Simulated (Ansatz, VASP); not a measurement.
**Al2Ru: VASP beside Ansatz**

File POSCAR:

```
Al2Ru
1.0
   -3.1218205081      0.0000000000      0.0000000000
    0.0000000000     -3.1218205081      0.0000000000
    0.0000000000      0.0000000000     17.8899668331
Al Ru
8 4
Direct
    0.0000000000      0.0000000000      0.1931134013
    0.5000000000      0.5000000000      0.9011904617
    0.0000000000      0.0000000000      0.6651647749
    0.5000000000      0.5000000000      0.4291390881
    0.5000000000      0.5000000000      0.2789379722
    1.0000000000      1.0000000000      0.0429122855
    0.5000000000      0.5000000000      0.7509893458
    1.0000000000      1.0000000000      0.5149636590
    0.0000000000      0.0000000000      0.3540385302
    0.5000000000      0.5000000000      0.1180128434
    0.0000000000      0.0000000000      0.8260899037
    0.5000000000      0.5000000000      0.5900642170
```

Contents of INCAR.step1:

```
PREC     = Accurate       # precision mode
ENCUT    = 520            # plane-wave cutoff, eV
ISMEAR   = 0              # smearing method
SIGMA    = 0.15           # smearing width, eV
LREAL    = F              # projectors in reciprocal space
LASPH    = T              # aspherical terms in the spheres
NELM     = 60             # most SCF steps
NBANDS   = 52             # bands
GGA      = PE             # functional
ALGO     = Normal         # electronic algorithm
EDIFF    = 1E-4           # SCF threshold, eV
LWAVE    = T              # write WAVECAR
LCHARG   = F              # write CHGCAR
```

File INCAR.step2:

```
PREC     = Accurate       # precision mode
ENCUT    = 520            # plane-wave cutoff, eV
EDIFF    = 1E-7           # SCF threshold, eV
ISMEAR   = 0              # smearing method
SIGMA    = 0.15           # smearing width, eV
LREAL    = F              # projectors in reciprocal space
LASPH    = T              # aspherical terms in the spheres
NELM     = 60             # most SCF steps
ALGO     = Normal         # electronic algorithm
ISIF     = 2              # what is computed and relaxed
LWAVE    = F              # write WAVECAR
LCHARG   = F              # write CHGCAR
METAGGA  = R2SCAN         # meta-GGA
LMIXTAU  = T            
NBANDS   = 52             # bands
ISTART   = 1
```

File KPOINTS:

```
Automatic mesh
0
Gamma
  15 15 3
```

Input for Ansatz:

```yaml
crystal:
  lattice:
    - [-3.1218205081, 0.0, 0.0]
    - [0.0, -3.1218205081, 0.0]
    - [0.0, 0.0, 17.8899668331]
  atoms:
    - { symbol: Al, position: [0.0, 0.0, 0.1931134013] }
    - { symbol: Al, position: [0.5, 0.5, 0.9011904617] }
    - { symbol: Al, position: [0.0, 0.0, 0.6651647749] }
    - { symbol: Al, position: [0.5, 0.5, 0.4291390881] }
    - { symbol: Al, position: [0.5, 0.5, 0.2789379722] }
    - { symbol: Al, position: [1.0, 1.0, 0.0429122855] }
    - { symbol: Al, position: [0.5, 0.5, 0.7509893458] }
    - { symbol: Al, position: [1.0, 1.0, 0.514963659] }
    - { symbol: Ru, position: [0.0, 0.0, 0.3540385302] }
    - { symbol: Ru, position: [0.5, 0.5, 0.1180128434] }
    - { symbol: Ru, position: [0.0, 0.0, 0.8260899037] }
    - { symbol: Ru, position: [0.5, 0.5, 0.590064217] }
basis:
  ecutwfc: 500
kpoints:
  mp_grid: { grid: [15, 15, 3] }
hamiltonian:
  xc: r2scan
scf:
  occupations: { method: gaussian, width: 0.15 }
output:
  forces: true
  stress: true
  eigenvalues: true
  write_density: true
  write_potential: true
  elf: true
  volumetric_format: npy
```

Alike in both runs: task single point; functional r2SCAN; k mesh 15 × 15 × 3; occupations gaussian, width 0.15 eV; no spin polarisation.

```csv
,VASP,Ansatz
version,VASP 6.6.1,Ansatz 0.2.0
potentials or method,"VASP PAW PBE potentials, release 64 (Al, Ru_pv), cutoff 520 eV","scalar-relativistic, plane waves, PAW"
valence electrons in the cell,80,88
```

VASP gave:

```
gap on the k mesh at the Fermi level (eV)                     : none
pressure (GPa)                                                : -3.7
traceless stress, the component that is largest in VASP (GPa) : -0.81
rms of the force components (eV/Å)                            : 0.231
```

Problem. Estimate Ansatz's values.

Solution. gap on the k mesh at the Fermi level (eV): none; pressure (GPa): -3.6; traceless stress, the component that is largest in VASP (GPa): -0.74; rms of the force components (eV/Å): 0.228.

VASP's potentials were made for PBE, not for r2SCAN. Atom by atom the forces differ by 0.007 eV/Å (rms over components). A gap of «none» marks a metal or a gap that the smearing closes. The functional is the same, so the differences come from potentials, cutoffs and numerics. VASP's potentials hold 80 valence electrons a cell and Ansatz's 88, so a difference there can come from the potentials and not from the codes.
